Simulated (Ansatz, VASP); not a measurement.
# Te: VASP beside Ansatz

INCAR

```
SYSTEM = Te
ALGO = Normal ; EDIFF = 1E-6
ENCUT = 520 ; GGA = PE
ISIF = 2 ; ISMEAR = 0
LASPH = .True. ; LCHARG = .True.
LELF = .True. ; LREAL = .False.
LVHAR = .True. ; LWAVE = .False.
NBANDS = 20 ; NELM = 60
PREC = Accurate ; SIGMA = 0.1
```

KPOINTS

```
k-points
0
Gamma
  6 6 6
  0 0 0
```

File POSCAR:

```
Te
1.0
   -4.0242342700      4.0242342700      1.4517178700
    4.0242342700     -4.0242342700      1.4517178700
    4.0242342700      4.0242342700     -1.4517178700
Te
4
Direct
    0.3750000000      0.6250000000      0.7500000000
    0.8750000000      0.6250000000      0.2500000000
    0.3750000000      0.1250000000      0.7500000000
    0.3750000000      0.6250000000      0.2500000000
```

Input for Ansatz:

```yaml
crystal:
  lattice:
    - [-4.02423427, 4.02423427, 1.45171787]
    - [4.02423427, -4.02423427, 1.45171787]
    - [4.02423427, 4.02423427, -1.45171787]
  atoms:
    - { symbol: Te, position: [0.375, 0.625, 0.75] }
    - { symbol: Te, position: [0.875, 0.625, 0.25] }
    - { symbol: Te, position: [0.375, 0.125, 0.75] }
    - { symbol: Te, position: [0.375, 0.625, 0.25] }
basis:
  ecutwfc: 420
kpoints:
  mp_grid: { grid: [6, 6, 6] }
hamiltonian:
  xc: pbe
scf:
  occupations: { method: gaussian, width: 0.1 }
  lower_state_search: "off"
output:
  forces: true
  stress: true
  eigenvalues: true
```

Alike in both runs: task single point; functional PBE; k mesh 6 × 6 × 6; occupations gaussian, width 0.1 eV; no spin polarisation.

|  | VASP | Ansatz |
| --- | --- | --- |
| version | VASP 6.6.1 | Ansatz 0.2.0 |
| potentials or method | VASP PAW PBE potentials, release 64 (Te), cutoff 520 eV | scalar-relativistic, plane waves, PAW |
| valence electrons in the cell | 24 | 64 |

```csv
,VASP,Ansatz,Ansatz less VASP
gap on the k mesh at the Fermi level (eV),none,none,-
pressure (GPa),27.2,27.2,-0.05
"traceless stress, the component that is largest in VASP (GPa)",6.13,6.09,-0.039
```

A gap of «none» marks a metal or a gap that the smearing closes. VASP's potentials hold 24 valence electrons a cell and Ansatz's 64, so a difference there can come from the potentials and not from the codes.

The k mesh is coarse, so the values compare programs but aren't converged. Neither program's run includes spin-orbit coupling.
